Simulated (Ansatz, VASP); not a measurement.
# Two plane-wave programs on Rh

```
Rh
1.0
     2.53606    0.00000    0.00000
     0.00000    2.53606    0.00000
     0.00000    0.00000    2.53606
Rh
1
Direct
  0.00000 0.00000 0.00000
```

Alike in both runs: task electric field gradients; functional PBE; k mesh 14 × 14 × 14; occupations fermi-dirac, width 0.08 eV; no spin polarisation.

```csv
,VASP,Ansatz
version,VASP 6.6.1,Ansatz 0.2.0
potentials or method,"VASP PAW PBE potentials, release 64 (Rh_pv)","PAW with Ansatz's default frozen-core files, scalar-relativistic"
plane-wave cutoff (eV),520,420
valence electrons in the cell,15,17
```

```tsv
	VASP	Ansatz	Ansatz less VASP
pressure (GPa)	0.0	0.0	-0.05
```

The functional is the same, so the differences come from potentials, cutoffs and numerics. VASP's potentials hold 15 valence electrons a cell and Ansatz's 17, so a difference there can come from the potentials and not from the codes.
